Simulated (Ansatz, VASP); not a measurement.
Given: the input of a run of Ansatz 0.2.0 on SiNi.

input.yaml

```yaml
crystal:
  lattice:
    - [2.94277066, 0.0, 0.0]
    - [0.0, 3.28032554, 0.0]
    - [0.0, 0.0, 4.67744676]
  atoms:
    - { symbol: Ni, position: [0.5, 0.5, 0.34249559] }
    - { symbol: Ni, position: [0.0, 0.0, 0.65750441] }
    - { symbol: Si, position: [0.5, 0.5, 0.84314316] }
    - { symbol: Si, position: [0.0, 0.0, 0.15685684] }
hamiltonian:
  xc: pbe
  pseudopotentials: { kind: paw }
magnetization:
  spin_polarized: true
  initial_magnetization: 0.0
  spin_locking: { lock_magnetization: hard }
kpoints:
  mp_grid: { grid: [8, 7, 5] }
scf:
  occupations: { method: fermi_dirac, width: 0.05 }
  lower_state_search: "off"
output:
  forces: true
  stress: true
  eigenvalues: true
```

Potentials or basis: Ansatz PAW.

Launch:

```console
$ ansatz run input.yaml --threads 2 --pin off --max-ram 5632MiB --backend cpu --events-out ev --progress --plain --runs-dir out
```

Task: Set up the same calculation for VASP 6.6.1. Potentials there: VASP PAW PBE potentials, release 64 (Ni_sv_GW, Si).

Result: As run (the cutoff follows the program's own potentials):

Contents of INCAR:

```
PREC = Accurate
ENCUT = 590
EDIFF = 1E-6
ISMEAR = -1
SIGMA = 0.05
LREAL = False
LASPH = True
NELM = 200
ALGO = Normal
ISIF = 2
LWAVE = False
LCHARG = False
ISPIN = 2
MAGMOM = 0 0 0 0
LORBIT = 11
NUPDOWN = 0.0
LMAXMIX = 4
GGA = PE
NBANDS = 34
GGA_COMPAT = False
```

The input KPOINTS:

```
regular mesh
0
Gamma
  8 7 5
```

File POSCAR:

```
SiNi
1.0
    2.9427706600      0.0000000000      0.0000000000
    0.0000000000      3.2803255400      0.0000000000
    0.0000000000      0.0000000000      4.6774467600
Ni Si
2 2
Direct
    0.5000000000      0.5000000000      0.3424955900
    0.0000000000      0.0000000000      0.6575044100
    0.5000000000      0.5000000000      0.8431431600
    0.0000000000      0.0000000000      0.1568568400
```

Potentials or basis: VASP PAW PBE potentials, release 64 (Ni_sv_GW, Si).

The run is started by

```bash
$ cat potpaw_PBE.64/Ni_sv_GW/POTCAR potpaw_PBE.64/Si/POTCAR > POTCAR
$ mpirun -np 1 vasp_std > vasp.out
```

Both were run:

|  | VASP | Ansatz | Ansatz less VASP |
| --- | --- | --- | --- |
| pressure (GPa) | 4.0 | 6.6 | +2.66 |
| traceless stress, the component that is largest in VASP (GPa) | -0.80 | -0.77 | +0.025 |
| rms of the force components (eV/Å) | 0.023 | 0.021 | -0.0020 |
| net moment per atom (μB) | 0.00 | 0.00 | 0.000 |

Atom by atom the forces differ by 0.004 eV/Å (rms over components).
